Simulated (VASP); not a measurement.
GaP, 2 atoms in the cell. It takes space group F-43m (No. 216, cubic). Conventional cell: a = 5.560 Å, b = 5.560 Å, c = 5.560 Å, α = 90.00°, β = 90.00°, γ = 90.00°. Within 3.2 Å of Ga (site symmetry -43m) lie 4 P at 2.41 Å. P (site symmetry -43m) has 4 Ga at 2.41 Å within 3.2 Å.  This cell differs from its parent crystal: volume changed by +3%.

* Program: VASP 6.6.1
* Task: single point
* Functional: PBE
* Potentials or basis: VASP PAW PBE potentials, release 64 (Ga_d, P)
* Cutoff: 520 eV
* k mesh: 6 × 6 × 6
* Occupations: gaussian, width 0.01 eV
* Spin: no spin polarisation
* Dipole correction: no
* Further INCAR settings: ALGO = Normal; EDIFF = 1e-06; NBANDS = 16

Potentials or basis: VASP PAW PBE potentials, release 64 (Ga_d, P).

Run with:

```sh
$ cat potpaw_PBE.64/Ga_d/POTCAR potpaw_PBE.64/P/POTCAR > POTCAR
$ mpirun -np 1 vasp_std > vasp.out
```

Hardware: 1 thread of Intel(R) Xeon(R) 6975P-C (Granite Rapids), on a shared host.

**Question.** Estimate the wall time of this run.

**Answer.** It took 14 s on 1 thread of Intel(R) Xeon(R) 6975P-C (Granite Rapids) (shared host), peak memory 0.16 GiB. Counts: scf iterations 12, k points 16.
